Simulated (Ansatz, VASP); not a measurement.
One calculation of InSb, two programs

INCAR

```
SYSTEM = InSb
PREC = Accurate ; ENCUT = 520
EDIFF = 1E-6 ; ISMEAR = 0
SIGMA = 0.15 ; LREAL = .False.
LASPH = .True. ; NELM = 60
ALGO = Normal ; ISIF = 2
LWAVE = .False. ; LCHARG = .False.
GGA = PS ; NBANDS = 16
```

File KPOINTS:

```
Automatic mesh
0
Gamma
  14 14 14
  0 0 0
```

POSCAR

```
InSb
1.0
    0.0000000000      3.3557860497      2.5658164453
    3.1342202531      0.0000000000      2.5658164453
    3.1342202531      3.3557860497      0.0000000000
In Sb
1 1
Direct
    0.0000000000      0.0000000000      0.0000000000
    0.5000000000      0.5000000000      0.5000000000
```

Input for Ansatz:

```yaml
crystal:
  lattice:
    - [0.0, 3.3557860497, 2.5658164453]
    - [3.1342202531, 0.0, 2.5658164453]
    - [3.1342202531, 3.3557860497, 0.0]
  atoms:
    - { symbol: In, position: [0.0, 0.0, 0.0] }
    - { symbol: Sb, position: [0.5, 0.5, 0.5] }
basis:
  ecutwfc: 420
kpoints:
  mp_grid: { grid: [14, 14, 14] }
hamiltonian:
  xc: pbesol
  pseudopotentials: { kind: paw, azcp: { folder: soft_1 } }
scf:
  occupations: { method: gaussian, width: 0.15 }
output:
  forces: true
  stress: true
  eigenvalues: true
```

Change from the starting cell: strain +e along x and -e along y -0.0367, strain +e along z and -e/2 along x and y -0.1500.

Alike in both runs: task single point; functional PBEsol; k mesh 14 × 14 × 14; occupations gaussian, width 0.15 eV; no spin polarisation.

|  | VASP | Ansatz |
| --- | --- | --- |
| version | VASP 6.6.1 | Ansatz 0.2.0 |
| potentials or method | VASP PAW PBE potentials, release 64 (In_d, Sb), cutoff 520 eV | scalar-relativistic, plane waves, PAW |
| valence electrons in the cell | 18 | 28 |

Ansatz gave:

* gap on the k mesh at the Fermi level (eV): none
* pressure (GPa): 9.8
* traceless stress, the component that is largest in VASP (GPa): 26.15

Question: Estimate VASP's values.

Answer: gap on the k mesh at the Fermi level (eV): none; pressure (GPa): 9.8; traceless stress, the component that is largest in VASP (GPa): 26.08.

VASP's potentials were made for PBE, not for PBEsol, and Ansatz warns of the same on its side. A gap of «none» marks a metal or a gap that the smearing closes. VASP's potentials hold 18 valence electrons a cell and Ansatz's 28, so a difference there can come from the potentials and not from the codes.

Spin-orbit coupling is off throughout.
